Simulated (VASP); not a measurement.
Set up this calculation in VASP 6.6.1, as the native input.

| Property | Result |
| --- | --- |
| Task | relaxation of cell and atoms |
| Functional | PBE |
| Potentials or basis | VASP PAW PBE potentials, release 64 (B, N) |
| Cutoff | 600 eV |
| k mesh | 12 × 12 × 4 |
| Occupations | gaussian, width 0.02 eV |
| Spin | no spin polarisation |
| Target pressure | 25 GPa |
| Dipole correction | no |
| Further INCAR settings | ALGO = Normal; EDIFF = 1e-07; IBRION = 2; EDIFFG = -0.008; NSW = 70; ISIF = 3 |

The structure of BN lies in POSCAR:

```
BN
1.0
    2.4241605741      0.0000000000      0.0000000000
   -1.2120802870      2.0993846400      0.0000000000
    0.0000000000      0.0000000000      5.6346048069
B N
2 2
Direct
    0.3333333333      0.6666666667      0.2500000000
    0.6666666667      0.3333333333      0.7500000000
    0.3333333333      0.6666666667      0.7500000000
    0.6666666667      0.3333333333      0.2500000000
```

These files were run (other wordings do the same):

INCAR

```
SYSTEM = BN
PREC = Accurate ; ENCUT = 600
EDIFF = 1E-7 ; ISMEAR = 0
SIGMA = 0.02 ; LREAL = .FALSE.
LASPH = .TRUE. ; NELM = 80
ALGO = Normal ; ISIF = 3
LWAVE = .FALSE. ; LCHARG = .FALSE.
GGA = PE ; IBRION = 2
NSW = 70 ; EDIFFG = -0.008
PSTRESS = 250.0
```

KPOINTS

```
Automatic mesh
0
G
  12 12 4
  0 0 0
```

Potentials or basis: VASP PAW PBE potentials, release 64 (B, N).

Launch:

```bash
$ cat potpaw_PBE.64/B/POTCAR potpaw_PBE.64/N/POTCAR > POTCAR
$ mpirun -np 1 vasp_std > vasp.out
```

Results of the run:

The relaxed volume is 6.99 Å³/atom and the relaxed cell is a = 2.472 Å, b = 2.472 Å, c = 5.279 Å, α = 90.00°, β = 90.00°, γ = 120.00°. The space group after relaxing (to 0.05 Å) is P6_3/mmc (No. 194) and the energy change on relaxing (the enthalpy is what falls) is -8.7 meV/atom. The ionic steps are 10 and the pressure after relaxing is 25.0 GPa. The band gap on the k mesh is 3.89 eV, indirect (least direct gap 4.36 eV).

Caveat: the cell is relaxed towards a set pressure, so the enthalpy falls and the energy may rise.

It took 100 s on 1 thread of Intel Xeon 6975P-C, with other jobs on the host, peak memory 0.16 GiB.
